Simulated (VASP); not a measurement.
# CuO (Cc) in VASP: further runs, part 3 of 3

VASP 6.6.1. The steps go on from the part before.

### Step 5. Relaxation of cell and atoms, LDA

The input, INCAR:

```
SYSTEM = CuO
PREC = Accurate ; ENCUT = 600
EDIFF = 1E-6 ; ISMEAR = -1
SIGMA = 0.05 ; LREAL = .FALSE.
LASPH = .TRUE. ; NELM = 60
ALGO = Normal ; ISIF = 3
LWAVE = .FALSE. ; LCHARG = .FALSE.
GGA = CA ; IBRION = 2
NSW = 60 ; EDIFFG = -0.01
```

The input, KPOINTS:

```
regular mesh
0
G
  10 10 5
  0 0 0
```

The input, POSCAR:

```
CuO
1.0
    2.3446497600     -1.7133998200      0.0000000000
    2.3446497600      1.7133998200      0.0000000000
   -0.8605499100      0.0000000000      5.0594394800
Cu O
2 2
Direct
    0.0032000000      0.4968000000      0.0000000000
    0.4968000000      0.0032000000      0.5000000000
    0.5714000000      0.4056000000      0.2537000000
    0.4056000000      0.5714000000      0.7537000000
```

Potentials or basis: VASP PAW LDA potentials, release 64 (Cu, O).

On the command line:

```sh
cat potpaw_LDA.64/Cu/POTCAR potpaw_LDA.64/O/POTCAR > POTCAR
mpirun -np 1 vasp_std > vasp.out
```

OUTCAR:

```text
SYSTEM = CuO
   PREC = Accurate
   ENCUT = 600
   EDIFF = 1E-6
   ISMEAR = -1
   LREAL = .FALSE.
   LASPH = .TRUE.
   NELM = 60
   ISIF = 3
   GGA = CA
   IBRION = 2
   NSW = 60
   EDIFFG = -0.01

 ion  position               nearest neighbor table
   1  0.003  0.497  0.000-   4 1.91   3 1.93   4 1.98   3 2.02
   2  0.497  0.003  0.500-   3 1.91   4 1.93   3 1.98   4 2.02
   3  0.571  0.406  0.254-   2 1.91   1 1.93   2 1.98   1 2.02
   4  0.406  0.571  0.754-   1 1.91   2 1.93   1 1.98   2 2.02

  LATTYP: Found a base centered monoclinic cell.
 ALAT       =     4.6892995200
 B/A-ratio  =     0.7307700490
 C/A-ratio  =     1.0944283419
 COS(beta)  =    -0.1676798045

  Lattice vectors:

 A1 = (   2.3446497600,  -1.7133998200,   0.0000000000)
 A2 = (   2.3446497600,   1.7133998200,   0.0000000000)
 A3 = (  -0.8605499100,   0.0000000000,   5.0594394800)

Analysis of symmetry for initial positions (statically):
=====================================================================
 Subroutine PRICEL returns:
 Original cell was already a primitive cell.

 Routine SETGRP: Setting up the symmetry group for a
 base centered monoclinic supercell.

 Subroutine GETGRP returns: Found  2 space group operations
 (whereof  1 operations were pure point group operations)
 out of a pool of  4 trial point group operations.

The static configuration has the point symmetry C_1 .
 The point group associated with its full space group is C_1h.

Analysis of symmetry for dynamics (positions and initial velocities):
=====================================================================
 Subroutine PRICEL returns:
 Original cell was already a primitive cell.

 Routine SETGRP: Setting up the symmetry group for a
 base centered monoclinic supercell.

 Subroutine GETGRP returns: Found  2 space group operations
 (whereof  1 operations were pure point group operations)
 out of a pool of  4 trial point group operations.

The dynamic configuration has the point symmetry C_1 .
 The point group associated with its full space group is C_1h.

 Subroutine INISYM returns: Found  2 space group operations
 (whereof  1 operations are pure point group operations),
 and found     1 'primitive' translations

----------------------------------------------------------------------------------------

                                     Primitive cell

  volume of cell :      40.6508

  direct lattice vectors                    reciprocal lattice vectors
     2.344649760 -1.713399820  0.000000000     0.213251467 -0.291817470  0.036271514
     2.344649760  1.713399820  0.000000000     0.213251467  0.291817470  0.036271514
    -0.860549910  0.000000000  5.059439480     0.000000000  0.000000000  0.197650353

  length of vectors
     2.903983719  2.903983719  5.132102298     0.363248188  0.363248188  0.197650353

  position of ions in fractional coordinates (direct lattice)
     0.003200000  0.496800000  0.000000000
     0.496800000  0.003200000  0.500000000
     0.571400000  0.405600000  0.253700000
     0.405600000  0.571400000  0.753700000

  ion indices of the primitive-cell ions
   primitive index   ion index
[... 66 lines left out ...]
 SYSTEM =  CuO
   PREC   = accura    normal or accurate (medium, high low for compatibility)
   ISTART =      0    job   : 0-new  1-cont  2-samecut
   ICHARG =      2    charge: 1-file 2-atom 10-const
   ISPIN  =      1    spin polarized calculation?
   LNONCOLLINEAR =      F non collinear calculations
   LSORBIT =      F    spin-orbit coupling
   LASPH  =      T    aspherical Exc in radial PAW
   ENCUT  =  600.0 eV  44.10 Ry    6.64 a.u.   5.80  5.80 10.25*2*pi/ulx,y,z
   NELM   =     60;   NELMIN=  2; NELMDL= -5     # of ELM steps
   EDIFF  = 0.1E-05   stopping-criterion for ELM
   LREAL  =      F    real-space projection
   EDIFFG = -.1E-01   stopping-criterion for IOM
   NSW    =     60    number of steps for IOM
   IBRION =      2    ionic relax: 0-MD 1-quasi-New 2-CG
   NFREE  =      1    steps in history (QN), initial steepest desc. (CG)
   ISIF   =      3    stress and relaxation
   ISYM   =      2    0-nonsym 1-usesym 2-fastsym
   POTIM  = 0.5000    time-step for ionic-motion
   TEBEG  =    0.0;   TEEND  =   0.0 temperature during run
   PSTRESS=    0.0 pullay stress
   NELECT =      34.0000    total number of electrons
   NUPDOWN=      -1.0000    fix difference up-down
   EMIN   =  10.00;   EMAX   =-10.00  energy-range for DOS
   EFERMI =   0.00;   METHOD = LEGACY
   ISMEAR =    -1;   SIGMA  =   0.05  broadening in eV -4-tet -1-fermi 0-gaus
   EFERMI_NEDOS =   21; number of points for ismear=-14 and -15
   IALGO  =     38    algorithm
   IMIX   =      4    mixing-type and parameters
     AMIX     =   0.40;   BMIX     =  1.00
     AMIX_MAG =   1.60;   BMIX_MAG =  1.00
  volume/ion in A,a.u.               =      10.16        68.58
  Fermi-wavevector in a.u.,A,eV,Ry     =   1.542451  2.914810 32.370379  2.379156
  Thomas-Fermi vector in A             =   2.648254
   LORBIT       =      0    0 simple, 1 ext, 2 COOP (PROOUT), +10 PAW based schemes
   GGA     = CA    functional components
   LHFCALC =     F    Hartree Fock is set to
   AEXX    =    0.0000 exact exchange contribution
   IVDW    =     0    specifies the selected vdW correction
   LEPSILON=     F    determine dielectric tensor
   LRPA    =     F    only Hartree local field effects (RPA)
 conjugate gradient relaxation of ions
 non-spin polarized calculation
  energy-cutoff  :      600.00
  volume of cell :       40.65
 maximum number of plane-waves:      1369
   NGX = 11   NGY = 11   NGZ = 21

--------------------------------------- Ionic step        1  -------------------------------------------

 number of electron      33.9999993 magnetization

 Free energy of the ion-electron system (eV)
  ---------------------------------------------------
  ext. energy  EPLUGINS =         0.00000000
  ---------------------------------------------------
  free energy    TOTEN  =       -23.10956229 eV

  energy without entropy =      -23.09033764  energy(sigma->0) =      -23.09994997

------------------------ aborting loop because EDIFF is reached ----------------------------------------

  FORCE on cell =-STRESS in cart. coord.  units (eV):
  Direction    XX          YY          ZZ          XY          YZ          ZX
  --------------------------------------------------------------------------------------
  -------------------------------------------------------------------------------------
  Total       -2.4711595     -1.4339070     -2.9028442      0.0000000      0.0000000     -0.0841977
  in kB      -97.3962568    -56.5148342   -114.4103251      0.0000000      0.0000000     -3.3184998
  external PRESSURE =     -89.4404720 kB  Pullay stress =       0.0000000 kB
[... 95 lines left out ...]
  FREE ENERGIE OF THE ION-ELECTRON SYSTEM (eV)
  ---------------------------------------------------
  free  energy   TOTEN  =       -23.2192196253 eV

  energy  without entropy=      -23.2008017222  energy(sigma->0) =      -23.21001067

[... ionic steps 4 to 40 ...]

--------------------------------------- Ionic step       41  -------------------------------------------

 number of electron      33.9999994 magnetization

------------------------ aborting loop because EDIFF is reached ----------------------------------------
[... 71 lines left out ...]
--------------------------------------- Ionic step       43  -------------------------------------------

 number of electron      33.9999993 magnetization

 Free energy of the ion-electron system (eV)
  ---------------------------------------------------
  ext. energy  EPLUGINS =         0.00000000
  ---------------------------------------------------
  free energy    TOTEN  =       -23.33367287 eV

  energy without entropy =      -23.31305642  energy(sigma->0) =      -23.32336464

 E-fermi :   5.4911     XC(G=0): -12.2570

 val. band max:        5.4891905497   @ k =   0.3000   0.1000   0.0000
 cond. band min:       5.5135444699   @ k =  -0.3000   0.5000   0.4000
 fundamental gap:      0.0243539203
 Fermi energy:         5.4911180306

 k-point     1 :       0.0000    0.0000    0.0000
  band No.  band energies     occupation
      1     -14.6362      2.00000
      2     -13.0927      2.00000
      3      -3.3733      2.00000
      4      -0.4874      2.00000
      5      -0.4062      2.00000
      6       1.3353      2.00000
[... 565 lines left out ...]
     20      11.0233      0.00000
     21      15.1137      0.00000

 [... further k-points ...]

------------------------ aborting loop because EDIFF is reached ----------------------------------------

  FORCE on cell =-STRESS in cart. coord.  units (eV):
  Direction    XX          YY          ZZ          XY          YZ          ZX
  --------------------------------------------------------------------------------------
  -------------------------------------------------------------------------------------
  Total       -0.0255711      0.0007863     -0.0170634      0.0000000      0.0000000      0.0097242
  in kB       -0.9946090      0.0305853     -0.6636947      0.0000000      0.0000000      0.3782296
  external PRESSURE =      -0.5425728 kB  Pullay stress =       0.0000000 kB
[... 19 lines left out ...]
  FREE ENERGIE OF THE ION-ELECTRON SYSTEM (eV)
  ---------------------------------------------------
  free  energy   TOTEN  =       -23.3336728684 eV

  energy  without entropy=      -23.3130564198  energy(sigma->0) =      -23.32336464

 reached required accuracy - stopping structural energy minimisation
```

Wall time 35 min (1 thread of AMD EPYC 9R45 (Zen 5), shared host); peak memory 0.23 GiB.

What came out:

```yaml
Free_energy: -23.3337 eV
Relaxed_volume: 10.30 Å³/atom
Relaxed_cell: a = 2.855 Å, b = 2.855 Å, c = 5.058 Å, α = 90.54°, β = 90.54°, γ = 87.89°
Space_group_after_relaxing_to_0.1_Å: Cccm (No. 66)
Energy_gained_by_relaxing: 56.0 meV/atom
Ionic_steps: 43
Pressure_after_relaxing: -0.1 GPa
Largest_force_after_relaxing: 0.007 eV/Å
Band_gap_on_the_k_mesh: zero (bands 17 and 18 overlap by 0.99 eV)
```

Forces on the atoms (eV/Å):
```
Cu  -0.004 -0.005  0.001
Cu  -0.004  0.005  0.001
O    0.004  0.006 -0.001
O    0.004 -0.006 -0.001
```

Step by step:
| step | energy change (eV) | largest force (eV/Å) | pressure (GPa) | volume (Å³) |
| --- | --- | --- | --- | --- |
| 1 | 0.0000 | 0.7832 | -8.94 | 40.65 |
| 3 | -0.1097 | 0.2900 | 1.97 | 38.41 |
| 5 | -0.1208 | 0.1668 | 0.26 | 38.81 |
| 7 | -0.1396 | 0.0719 | -1.29 | 39.54 |
| 9 | -0.1460 | 0.1600 | -2.37 | 40.21 |
| 11 | -0.1558 | 0.1493 | -1.58 | 40.25 |
| 13 | -0.1771 | 0.2738 | 2.23 | 40.31 |
| 15 | -0.2070 | 0.1297 | -0.88 | 41.36 |
| 17 | -0.2133 | 0.0699 | -0.77 | 41.36 |
| 19 | -0.2185 | 0.0697 | 0.04 | 41.14 |
| 21 | -0.2202 | 0.0479 | 0.10 | 41.07 |
| 23 | -0.2207 | 0.0197 | 0.05 | 41.07 |
| 25 | -0.2213 | 0.0132 | -0.08 | 41.11 |
| 27 | -0.2225 | 0.0752 | 0.85 | 41.02 |
| 29 | -0.2228 | 0.0594 | 0.69 | 41.05 |
| 31 | -0.2236 | 0.0523 | 0.09 | 41.19 |
| 33 | -0.2236 | 0.0502 | -0.10 | 41.26 |
| 35 | -0.2236 | 0.0508 | -0.05 | 41.24 |
| 37 | -0.2239 | 0.0268 | -0.08 | 41.22 |
| 39 | -0.2240 | 0.0271 | 0.16 | 41.19 |
| 41 | -0.2240 | 0.0245 | 0.17 | 41.17 |
| 43 | -0.2241 | 0.0072 | -0.05 | 41.19 |

Final structure:
```cif
data_structure
_symmetry_space_group_name_H-M 'P 1'
_symmetry_Int_Tables_number 1
_cell_length_a 2.8549
_cell_length_b 2.8549
_cell_length_c 5.0577
_cell_angle_alpha 90.540
_cell_angle_beta 90.540
_cell_angle_gamma 87.890
_cell_volume 41.19
loop_
_atom_site_label
_atom_site_type_symbol
_atom_site_fract_x
_atom_site_fract_y
_atom_site_fract_z
_atom_site_occupancy
Cu1 Cu 0.99412 0.49457 0.00184 1
Cu2 Cu 0.49457 0.99412 0.50184 1
O1 O 0.49821 0.49010 0.25186 1
O2 O 0.49010 0.49821 0.75186 1
```

Caveat: semilocal functionals often make such compounds metallic where correlation or magnetic order opens a gap, which also shifts bond lengths.

### Step 6. Relaxation of cell and atoms, BLYP

The input, INCAR:

```
SYSTEM = CuO
AGGAC    = 1.0          
AGGAX    = 1.0          
ALDAC    = 0.0          
ALDAX    = 1.0          
ALGO     = Normal         ! electronic algorithm
EDIFF    = 1E-7           ! SCF threshold, eV
EDIFFG   = -0.01          ! ionic threshold
ENCUT    = 600            ! plane-wave cutoff, eV
GGA      = B5             ! functional
IBRION   = 2              ! ionic algorithm
ISIF     = 3              ! what is computed and relaxed
ISMEAR   = -1             ! smearing method
LASPH    = .True.         ! aspherical terms in the spheres
LCHARG   = .False.        ! write CHGCAR
LREAL    = .False.        ! projectors in reciprocal space
LWAVE    = .False.        ! write WAVECAR
NELM     = 100            ! most SCF steps
NSW      = 60             ! ionic steps
PREC     = Accurate       ! precision mode
SIGMA    = 0.05           ! smearing width, eV
```

The input, KPOINTS:

```
k-points
0
Gamma
  10 10 5
  0 0 0
```

POSCAR is that of step 5.

Potentials or basis: VASP PAW PBE potentials, release 64 (Cu, O).

On the command line:

```sh
cat potpaw_PBE.64/Cu/POTCAR potpaw_PBE.64/O/POTCAR > POTCAR
mpirun -np 1 vasp_std > vasp.out
```

Wall time 36 min (1 thread of AMD EPYC 9R45 (Zen 5), shared host); peak memory 0.24 GiB.

It converged, with:

```yaml
Free_energy: -18.2916 eV
Relaxed_volume: 11.63 Å³/atom
Relaxed_cell: a = 2.989 Å, b = 2.989 Å, c = 5.215 Å, α = 90.28°, β = 90.28°, γ = 86.74°
Space_group_after_relaxing_to_0.1_Å: Cccm (No. 66)
Energy_gained_by_relaxing: 101.7 meV/atom
Ionic_steps: 27
Pressure_after_relaxing: 0.0 GPa
Largest_force_after_relaxing: 0.006 eV/Å
Band_gap_on_the_k_mesh: zero (bands 17 and 18 overlap by 0.82 eV)
```

Forces on the atoms (eV/Å):
```
Cu  -0.003 -0.005 -0.001
Cu  -0.003  0.005 -0.001
O    0.003  0.005  0.001
O    0.003 -0.005  0.001
```

The path:
| step | energy change (eV) | largest force (eV/Å) | pressure (GPa) | volume (Å³) |
| --- | --- | --- | --- | --- |
| 1 | 0.0000 | 0.8224 | 13.15 | 40.65 |
| 2 | -0.1272 | 0.4665 | -5.78 | 45.76 |
| 3 | -0.1631 | 0.3858 | -0.68 | 43.95 |
| 4 | -0.1912 | 0.3193 | 0.08 | 44.01 |
| 5 | -0.2221 | 0.3479 | 2.13 | 44.12 |
| 6 | -0.2424 | 0.3068 | 1.34 | 44.55 |
| 7 | -0.2874 | 0.1893 | -0.73 | 45.81 |
| 8 | -0.2996 | 0.1842 | -4.46 | 48.29 |
| 9 | -0.3079 | 0.0970 | -2.76 | 47.15 |
| 10 | -0.3335 | 0.1034 | -1.92 | 47.06 |
| 11 | -0.3631 | 0.1977 | -0.41 | 46.84 |
| 12 | -0.3571 | 0.4354 | 2.24 | 46.19 |
| 13 | -0.3714 | 0.2885 | 0.78 | 46.60 |
| 14 | -0.3943 | 0.1090 | -0.57 | 46.87 |
| 15 | -0.3981 | 0.0594 | -1.32 | 47.01 |
| 16 | -0.4024 | 0.0368 | 0.31 | 46.41 |
| 17 | -0.4025 | 0.0378 | 0.43 | 46.38 |
| 18 | -0.4037 | 0.0291 | 0.11 | 46.44 |
| 19 | -0.4040 | 0.0448 | -0.12 | 46.50 |
| 20 | -0.4049 | 0.0382 | 0.00 | 46.47 |
| 21 | -0.4060 | 0.0522 | 0.33 | 46.38 |
| 22 | -0.4066 | 0.0232 | -0.07 | 46.53 |
| 23 | -0.4066 | 0.0206 | -0.16 | 46.56 |
| 24 | -0.4066 | 0.0202 | -0.16 | 46.57 |
| 25 | -0.4067 | 0.0120 | 0.06 | 46.51 |
| 26 | -0.4067 | 0.0121 | 0.03 | 46.51 |
| 27 | -0.4068 | 0.0061 | 0.02 | 46.52 |

Final structure:
```cif
data_structure
_symmetry_space_group_name_H-M 'P 1'
_symmetry_Int_Tables_number 1
_cell_length_a 2.9892
_cell_length_b 2.9892
_cell_length_c 5.2151
_cell_angle_alpha 90.280
_cell_angle_beta 90.280
_cell_angle_gamma 86.740
_cell_volume 46.52
loop_
_atom_site_label
_atom_site_type_symbol
_atom_site_fract_x
_atom_site_fract_y
_atom_site_fract_z
_atom_site_occupancy
Cu1 Cu 0.99413 0.49456 0.00186 1
Cu2 Cu 0.49456 0.99413 0.50186 1
O1 O 0.49603 0.49228 0.25184 1
O2 O 0.49228 0.49603 0.75184 1
```

Levels at points of the mesh, in eV from the Fermi level:
| k point | band 14 | band 15 | band 16 | band 17 | band 18 | band 19 | band 20 | band 21 |
| --- | --- | --- | --- | --- | --- | --- | --- | --- |
| (0.00, 0.00, 0.00) | -2.22 | -2.20 | -1.83 | 0.59 | 0.72 | 1.46 | 6.37 | 7.11 |
| (0.50, 0.00, 0.00) | -1.79 | -1.52 | -1.42 | 0.21 | 0.47 | 3.96 | 5.80 | 6.37 |
| (0.50, 0.50, 0.00) | -2.26 | -1.57 | -1.20 | -1.16 | 1.07 | 2.54 | 7.22 | 9.14 |

Caveat: the PAW data sets were made with another functional, which shifts forces and pressure a little; semilocal functionals often make such compounds metallic where correlation or magnetic order opens a gap, which also shifts bond lengths.

### Step 7. Overview

```tsv
task	level	potentials or basis	cell	k mesh	cutoff (eV)	gap on the mesh (eV)	pressure (GPa)	relaxed volume (Å³/atom)	largest force (eV/Å)
single point	LDA	VASP PAW LDA potentials, release 64 (Cu_sv_GW, O_h)	a = 2.904, b = 2.904, c = 5.132 Å, angles 97.8, 97.8, 72.3°, 4 atoms	6 × 6 × 3	1340	none	-9.3	-	0.77
single point	BLYP	VASP PAW PBE potentials, release 64 (Cu_sv_GW, O)	a = 2.884, b = 2.884, c = 5.098 Å, angles 97.8, 97.8, 72.3°, 4 atoms	10 × 10 × 5	820	none	16.3	-	0.88
single point	PBE	VASP PAW PBE potentials, release 64 (Cu, O)	a = 2.904, b = 2.904, c = 5.132 Å, angles 97.8, 97.8, 72.3°, 4 atoms	3 × 3 × 2	520	none	6.1	-	0.83
relaxation of cell and atoms	LDA	VASP PAW LDA potentials, release 64 (Cu, O)	relaxed from a = 2.904, b = 2.904, c = 5.132 Å, angles 97.8, 97.8, 72.3°, 4 atoms	10 × 10 × 5	600	none	-0.1	10.30	0.01
relaxation of cell and atoms	BLYP	VASP PAW PBE potentials, release 64 (Cu, O)	relaxed from a = 2.904, b = 2.904, c = 5.132 Å, angles 97.8, 97.8, 72.3°, 4 atoms	10 × 10 × 5	600	none	0.0	11.63	0.01
```

Alike in all rows: no spin polarisation; smearing fermi-dirac 0.05 eV.

Caveats: some runs use coarse meshes; semilocal functionals often make such compounds metallic where correlation or magnetic order opens a gap, which also shifts bond lengths; the PAW data sets were made with another functional, which shifts forces and pressure a little (at least some runs); semilocal functionals underestimate gaps, and a narrow one can read as zero (at least some runs); the cell stands under pressure (at least some runs).

Absolute energies hang on the potentials; compare differences alone.

The gap in the log of VASP goes by the Fermi energy; the results here count the filled bands.